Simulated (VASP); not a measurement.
# Al2O3 (Al2O3 (R-3c)) (R-3c) in VASP: settings compared

The runs below take Al2O3 (Al2O3 (R-3c)) through single point, relaxation of the atoms, with PBE, r2SCAN, HSE06.

Everything below comes from runs of VASP 6.6.1. Logs are shortened: lines on timing, memory, paths and dates and some standing lists are left out, and cuts for length are marked.

## (1) The cell of the first run

Symmetry: R-3c, No. 167, trigonal system. Conventional cell: a = 4.808 Å, b = 4.808 Å, c = 13.123 Å, α = 90.00°, β = 90.00°, γ = 120.00°. Al (site symmetry 3) has 6 O at 1.87 to 1.99 Å within 2.5 Å. O (site symmetry 2) has 4 Al at 1.87 to 1.99 Å within 2.5 Å.

## (2) Single point, PBE

Input file INCAR:

```
ALGO = Normal ; EDIFF = 1E-7
ENCUT = 520 ; GGA = PE
ISIF = 2 ; ISMEAR = 0
LASPH = True ; LCHARG = True
LELF = True ; LREAL = False
LVHAR = True ; LWAVE = False
NBANDS = 35 ; NELM = 60
PREC = Accurate ; SIGMA = 0.01
```

Input file KPOINTS:

```
k-points
0
Gamma
  2 2 2
```

Input file POSCAR:

```
Al2O3
1.0
    2.4039417609      1.3879164236      4.3742070947
   -2.4039417609      1.3879164236      4.3742070947
    0.0000000000     -2.7758328448      4.3742070955
Al O
4 6
Direct
    0.6479213249      0.6479213249      0.6479213249
    0.8520786751      0.8520786751      0.8520786751
    0.1479213249      0.1479213249      0.1479213249
    0.3520786751      0.3520786751      0.3520786751
    0.4436562505      0.0563437495      0.7500000000
    0.9436562505      0.2500000000      0.5563437495
    0.0563437495      0.7500000000      0.4436562505
    0.7500000000      0.4436562505      0.0563437495
    0.2500000000      0.5563437495      0.9436562505
    0.5563437495      0.9436562505      0.2500000000
```

Potentials or basis: VASP PAW PBE potentials, release 64 (Al, O).

The run is started by

```console
cat potpaw_PBE.64/Al/POTCAR potpaw_PBE.64/O/POTCAR > POTCAR
mpirun -np 1 vasp_std > vasp.out
```

OUTCAR:

```text
EDIFF = 1E-7
   ENCUT = 520
   GGA = PE
   ISIF = 2
   ISMEAR = 0
   LASPH = True
   LREAL = False
   NELM = 60
   PREC = Accurate

 ion  position               nearest neighbor table
   1  0.648  0.648  0.648-   6 1.87   9 1.87  10 1.87   5 1.99   7 1.99   8 1.99   2 2.68   4 2.82
                             4 2.82   4 2.82   2 3.25   2 3.25   2 3.25
   2  0.852  0.852  0.852-   9 1.87   6 1.87  10 1.87   5 1.99   8 1.99   7 1.99   1 2.68   3 2.82
                             3 2.82   3 2.82   1 3.25   1 3.25   1 3.25
   3  0.148  0.148  0.148-   8 1.87   7 1.87   5 1.87  10 1.99   9 1.99   6 1.99   4 2.68   2 2.82
                             2 2.82   2 2.82   4 3.25   4 3.25   4 3.25
   4  0.352  0.352  0.352-   7 1.87   8 1.87   5 1.87  10 1.99   6 1.99   9 1.99   3 2.68   1 2.82
                             1 2.82   1 2.82   3 3.25   3 3.25   3 3.25
   5  0.444  0.056  0.750-   3 1.87   4 1.87   1 1.99   2 1.99
   6  0.944  0.250  0.556-   1 1.87   2 1.87   4 1.99   3 1.99
   7  0.056  0.750  0.444-   4 1.87   3 1.87   1 1.99   2 1.99
   8  0.750  0.444  0.056-   3 1.87   4 1.87   2 1.99   1 1.99
   9  0.250  0.556  0.944-   2 1.87   1 1.87   3 1.99   4 1.99
  10  0.556  0.944  0.250-   1 1.87   2 1.87   3 1.99   4 1.99

  LATTYP: Found a trigonal (rhomboedric) cell.
 ALAT       =     5.1806308203
 COS(alpha) =     0.5693617619

  Lattice vectors:

 A1 = (   2.4039417609,   1.3879164236,   4.3742070947)
 A2 = (  -2.4039417609,   1.3879164236,   4.3742070947)
 A3 = (   0.0000000000,  -2.7758328448,   4.3742070955)

Analysis of symmetry for initial positions (statically):
=====================================================================
 Subroutine PRICEL returns:
 Original cell was already a primitive cell.

 Routine SETGRP: Setting up the symmetry group for a
 trigonal (rhombohedral) supercell.

 Subroutine GETGRP returns: Found 12 space group operations
 (whereof  6 operations were pure point group operations)
 out of a pool of 12 trial point group operations.

The static configuration has the point symmetry S_6 .
 The point group associated with its full space group is D_3d.

Analysis of symmetry for dynamics (positions and initial velocities):
=====================================================================
 Subroutine PRICEL returns:
 Original cell was already a primitive cell.

 Routine SETGRP: Setting up the symmetry group for a
 trigonal (rhombohedral) supercell.

 Subroutine GETGRP returns: Found 12 space group operations
 (whereof  6 operations were pure point group operations)
 out of a pool of 12 trial point group operations.

The dynamic configuration has the point symmetry S_6 .
 The point group associated with its full space group is D_3d.

 Subroutine INISYM returns: Found 12 space group operations
 (whereof  6 operations are pure point group operations),
 and found     1 'primitive' translations

----------------------------------------------------------------------------------------

                                     Primitive cell

  volume of cell :      87.5665

  direct lattice vectors                    reciprocal lattice vectors
     2.403941761  1.387916424  4.374207095     0.207991728  0.120084080  0.076204287
    -2.403941761  1.387916424  4.374207095    -0.207991728  0.120084080  0.076204287
     0.000000000 -2.775832845  4.374207096     0.000000000 -0.240168160  0.076204287

  length of vectors
     5.180630820  5.180630820  5.180630820     0.251967931  0.251967931  0.251967931

  position of ions in fractional coordinates (direct lattice)
     0.647921325  0.647921325  0.647921325
     0.852078675  0.852078675  0.852078675
     0.147921325  0.147921325  0.147921325
     0.352078675  0.352078675  0.352078675
     0.443656250  0.056343750  0.750000000
     0.943656250  0.250000000  0.556343750
     0.056343750  0.750000000  0.443656250
     0.750000000  0.443656250  0.056343750
     0.250000000  0.556343750  0.943656250
     0.556343750  0.943656250  0.250000000

  ion indices of the primitive-cell ions
   primitive index   ion index
                 1           1
                 2           2
                 3           3
                 4           4
                 5           5
                 6           6
                 7           7
                 8           8
                 9           9
                10          10

----------------------------------------------------------------------------------------

 KPOINTS: k-points

Automatic generation of k-mesh.
 Grid dimensions read from file:
 generate k-points for:    2    2    2

 Generating k-lattice:

  Cartesian coordinates                     Fractional coordinates (reciprocal lattice)
     0.103995864  0.060042040  0.038102144     0.500000000  0.000000000  0.000000000
    -0.103995864  0.060042040  0.038102144     0.000000000  0.500000000  0.000000000
     0.000000000 -0.120084080  0.038102144     0.000000000  0.000000000  0.500000000

  Length of vectors
     0.125983966  0.125983966  0.125983966

  Shift w.r.t. Gamma in fractional coordinates (k-lattice)
     0.000000000  0.000000000  0.000000000

 Subroutine IBZKPT returns following result:
 ===========================================

 Found      4 irreducible k-points:

 Following reciprocal coordinates:
            Coordinates               Weight
  0.000000  0.000000  0.000000      1.000000
  0.500000  0.000000  0.000000      3.000000
  0.500000  0.500000  0.000000      3.000000
  0.500000  0.500000  0.500000      1.000000
   k-points           NKPTS =      4   k-points in BZ     NKDIM =      4   number of bands    NBANDS=     35
   number of dos      NEDOS =    301   number of ions     NIONS =     10
   total plane-waves  NPLWV =  64000
   dimension x,y,z NGX =    40 NGY =   40 NGZ =   40
   dimension x,y,z NGXF=    80 NGYF=   80 NGZF=   80
   ions per type =               4   6
   NGX,Y,Z   is equivalent  to a cutoff of  12.84, 12.84, 12.84 a.u.
   NGXF,Y,Z  is equivalent  to a cutoff of  25.67, 25.67, 25.67 a.u.
 SYSTEM =  unknown system
   PREC   = accura    normal or accurate (medium, high low for compatibility)
   ISTART =      0    job   : 0-new  1-cont  2-samecut
   ICHARG =      2    charge: 1-file 2-atom 10-const
   ISPIN  =      1    spin polarized calculation?
   LNONCOLLINEAR =      F non collinear calculations
   LSORBIT =      F    spin-orbit coupling
   LASPH  =      T    aspherical Exc in radial PAW
   ENCUT  =  520.0 eV  38.22 Ry    6.18 a.u.   9.63  9.63  9.63*2*pi/ulx,y,z
   NELM   =     60;   NELMIN=  2; NELMDL= -5     # of ELM steps
   EDIFF  = 0.1E-06   stopping-criterion for ELM
   LREAL  =      F    real-space projection
   EDIFFG = 0.1E-05   stopping-criterion for IOM
   NSW    =      0    number of steps for IOM
   IBRION =     -1    ionic relax: 0-MD 1-quasi-New 2-CG
   NFREE  =      0    steps in history (QN), initial steepest desc. (CG)
   ISIF   =      2    stress and relaxation
   ISYM   =      2    0-nonsym 1-usesym 2-fastsym
   POTIM  = 0.5000    time-step for ionic-motion
   TEBEG  =    0.0;   TEEND  =   0.0 temperature during run
   PSTRESS=    0.0 pullay stress
   NELECT =      48.0000    total number of electrons
   NUPDOWN=      -1.0000    fix difference up-down
   EMIN   =  10.00;   EMAX   =-10.00  energy-range for DOS
   EFERMI =   0.00;   METHOD = LEGACY
   ISMEAR =     0;   SIGMA  =   0.01  broadening in eV -4-tet -1-fermi 0-gaus
   EFERMI_NEDOS =   21; number of points for ismear=-14 and -15
   IALGO  =     38    algorithm
   IMIX   =      4    mixing-type and parameters
     AMIX     =   0.40;   BMIX     =  1.00
     AMIX_MAG =   1.60;   BMIX_MAG =  1.00
  volume/ion in A,a.u.               =       8.76        59.09
  Fermi-wavevector in a.u.,A,eV,Ry     =   1.339808  2.531870 24.423627  1.795086
  Thomas-Fermi vector in A             =   2.468171
   LORBIT       =      0    0 simple, 1 ext, 2 COOP (PROOUT), +10 PAW based schemes
   GGA     = PE    functional components
   LHFCALC =     F    Hartree Fock is set to
   AEXX    =    0.0000 exact exchange contribution
   IVDW    =     0    specifies the selected vdW correction
   LEPSILON=     F    determine dielectric tensor
   LRPA    =     F    only Hartree local field effects (RPA)
 non-spin polarized calculation
 Gauss-broadening in eV      SIGMA  =   0.01
  energy-cutoff  :      520.00
  volume of cell :       87.57
 maximum number of plane-waves:      2368
 NGX is ok and might be reduce to    40
   NGX = 19   NGY = 19   NGZ = 19

 number of electron      48.0000008 magnetization

 Free energy of the ion-electron system (eV)
  ---------------------------------------------------
  ext. energy  EPLUGINS =         0.00000000
  ---------------------------------------------------
  free energy    TOTEN  =       -74.75460154 eV

  energy without entropy =      -74.75460154  energy(sigma->0) =      -74.75460154

 E-fermi :   5.8600     XC(G=0): -11.5380

 val. band max:        5.8138593548   @ k =   0.0000   0.0000   0.0000
 cond. band min:      11.6623052872   @ k =   0.0000   0.0000   0.0000
 fundamental gap:      5.8484459325
 Fermi energy:         5.8600417871

 k-point     1 :       0.0000    0.0000    0.0000
  band No.  band energies     occupation
      1     -13.2057      2.00000
      2     -10.9825      2.00000
      3     -10.7194      2.00000
      4     -10.7194      2.00000
      5     -10.4133      2.00000
      6     -10.4133      2.00000
[... 27 lines left out ...]
     34      18.9419      0.00000
     35      20.1552      0.00000

 k-point     2 :       0.5000    0.0000    0.0000
  band No.  band energies     occupation
      1     -12.1044      2.00000
      2     -12.1044      2.00000
      3     -10.7305      2.00000
      4     -10.7305      2.00000
      5     -10.6081      2.00000
      6     -10.6081      2.00000
[... 27 lines left out ...]
     34      18.4394      0.00000
     35      18.8274      0.00000

 k-point     3 :       0.5000    0.5000    0.0000
  band No.  band energies     occupation
      1     -12.0893      2.00000
      2     -11.4513      2.00000
      3     -11.2454      2.00000
      4     -11.0687      2.00000
      5     -10.8356      2.00000
      6     -10.3695      2.00000
[... 27 lines left out ...]
     34      18.6645      0.00000
     35      18.8509      0.00000

 k-point     4 :       0.5000    0.5000    0.5000
  band No.  band energies     occupation
      1     -12.2493      2.00000
      2     -12.2493      2.00000
      3     -10.5844      2.00000
      4     -10.5844      2.00000
      5     -10.5844      2.00000
      6     -10.5844      2.00000
[... 27 lines left out ...]
     34      18.2913      0.00000
     35      20.0101      0.00000

------------------------ aborting loop because EDIFF is reached ----------------------------------------

  FORCE on cell =-STRESS in cart. coord.  units (eV):
  Direction    XX          YY          ZZ          XY          YZ          ZX
  --------------------------------------------------------------------------------------
  -------------------------------------------------------------------------------------
  Total       -0.0401847     -0.0401847     -0.2190166      0.0000000     -0.0000000     -0.0000000
  in kB       -0.7352474     -0.7352474     -4.0072799      0.0000000     -0.0000000     -0.0000000
  external PRESSURE =      -1.8259249 kB  Pullay stress =       0.0000000 kB

 VOLUME and BASIS-vectors are now :
 -----------------------------------------------------------------------------
  energy-cutoff  :      520.00
  volume of cell :       87.57
      direct lattice vectors                 reciprocal lattice vectors
     2.403941761  1.387916424  4.374207095     0.207991728  0.120084080  0.076204287
    -2.403941761  1.387916424  4.374207095    -0.207991728  0.120084080  0.076204287
     0.000000000 -2.775832845  4.374207096     0.000000000 -0.240168160  0.076204287

 POSITION                                       TOTAL-FORCE (eV/Angst)
 -----------------------------------------------------------------------------------
      0.00000      0.00000      8.50243         0.000000     -0.000000     -0.026490
      0.00000      0.00000     11.18151         0.000000      0.000000      0.026490
      0.00000      0.00000      1.94112         0.000000     -0.000000     -0.026490
      0.00000      0.00000      4.62020         0.000000      0.000000      0.026490
      0.93108     -1.38792      5.46776        -0.016264     -0.000000      0.000000
      1.66751      0.11238      7.65486        -0.008132     -0.014085      0.000000
     -1.66751     -0.11238      5.46776         0.008132      0.014085     -0.000000
      0.73643      1.50029      5.46776         0.008132     -0.014085      0.000000
     -0.73643     -1.50029      7.65486        -0.008132      0.014085     -0.000000
     -0.93108      1.38792      7.65486         0.016264     -0.000000      0.000000
 -----------------------------------------------------------------------------------
    total drift:                               -0.000000      0.000000     -0.000000

  FREE ENERGIE OF THE ION-ELECTRON SYSTEM (eV)
  ---------------------------------------------------
  free  energy   TOTEN  =       -74.7546015419 eV

  energy  without entropy=      -74.7546015419  energy(sigma->0) =      -74.75460154
```

Run time: 48 s. Hardware: 1 thread of AMD EPYC 7R43 (Zen 3), shared host; peak memory 0.19 GiB.

Results:

* Free energy: -74.7546 eV
* Pressure: -0.2 GPa
* Largest force: 0.026 eV/Å
* Band gap on the k mesh: 5.85 eV, direct

Forces in eV/Å, atoms in the order of the input:
```
Al   0.000  0.000 -0.026
Al   0.000  0.000  0.026
Al   0.000  0.000 -0.026
Al   0.000  0.000  0.026
O   -0.016  0.000  0.000
O   -0.008 -0.014  0.000
O    0.008  0.014  0.000
O    0.008 -0.014  0.000
O   -0.008  0.014  0.000
O    0.016  0.000  0.000
```

Stress tensor (GPa, compression positive):
```
-0.07  0.00  0.00
 0.00 -0.07  0.00
 0.00  0.00 -0.40
```

Caveat: the k points lie up to 0.79 Å⁻¹ apart. Expect the measured gap to be larger: semilocal functionals such as PBE lack the derivative discontinuity.

## (3) Single point, r2SCAN

Changes to POSCAR since step 2:

```diff
@@ -2,5 +2,5 @@
 1.0
-    2.4039417609      1.3879164236      4.3742070947
-   -2.4039417609      1.3879164236      4.3742070947
-    0.0000000000     -2.7758328448      4.3742070955
+    2.4039417600      1.3879164250      4.3742070950
+   -2.4039417600      1.3879164250      4.3742070950
+    0.0000000000     -2.7758328450      4.3742070950
 Al O
```

Input file INCAR.step1:

```
PREC = Accurate ; ENCUT = 520
ISMEAR = -1 ; SIGMA = 0.01
LREAL = F ; LASPH = T
NELM = 100 ; NBANDS = 35
GGA = PE ; ALGO = Normal
EDIFF = 1E-4 ; LWAVE = T
LCHARG = F
```

Input file INCAR.step2:

```
PREC = Accurate ; ENCUT = 520
EDIFF = 1E-6 ; ISMEAR = -1
SIGMA = 0.01 ; LREAL = F
LASPH = T ; NELM = 100
ALGO = Normal ; ISIF = 2
LWAVE = F ; LCHARG = F
METAGGA = R2SCAN ; LMIXTAU = T
NBANDS = 35 ; ISTART = 1
```

Input file KPOINTS:

```
regular mesh
0
Gamma
  2 2 2
```

Potentials or basis: VASP PAW PBE potentials, release 64 (Al, O).

The run is started by

```console
cat potpaw_PBE.64/Al/POTCAR potpaw_PBE.64/O/POTCAR > POTCAR
cp INCAR.step1 INCAR
mpirun -np 1 vasp_std > vasp.out
cp INCAR.step2 INCAR
mpirun -np 1 vasp_std > vasp.out
```

Run time: 2.2 min. Hardware: 1 thread of AMD EPYC 7R43 (Zen 3), shared host; peak memory 0.2 GiB.

Results (log left out):

| Property | Result |
| --- | --- |
| Free energy | -96.1539 eV |
| Pressure | -7.9 GPa |
| Largest force | 0.023 eV/Å |
| Band gap on the k mesh | 6.75 eV, direct |

Forces on the atoms (eV/Å):
```
Al   0.000  0.000  0.023
Al   0.000  0.000 -0.023
Al   0.000  0.000  0.023
Al   0.000  0.000 -0.023
O    0.020  0.000  0.000
O    0.010  0.017  0.000
O   -0.010 -0.017  0.000
O   -0.010  0.017  0.000
O    0.010 -0.017  0.000
O   -0.020  0.000  0.000
```

Stress tensor (GPa, compression positive):
```
-7.99  0.00  0.00
 0.00 -7.99  0.00
 0.00  0.00 -7.78
```

Levels at points of the mesh, in eV from the valence-band top:
```csv
k point,band 21,band 22,band 23,band 24,band 25,band 26,band 27,band 28
"(0.00, 0.00, 0.00)",-0.49,-0.05,-0.05,0.00,6.75,9.86,11.53,12.31
"(0.50, 0.00, 0.00)",-0.89,-0.89,-0.27,-0.27,10.10,10.10,10.37,10.37
"(0.50, 0.50, 0.00)",-1.01,-0.89,-0.74,-0.25,10.39,10.42,10.57,11.14
"(0.50, 0.50, 0.50)",-0.38,-0.38,-0.38,-0.38,9.28,9.28,11.88,11.88
```

Caveat: the k points lie up to 0.79 Å⁻¹ apart; the PAW data sets were made with another functional, which shifts forces and pressure a little.

(Continued in part 2 of 2.)
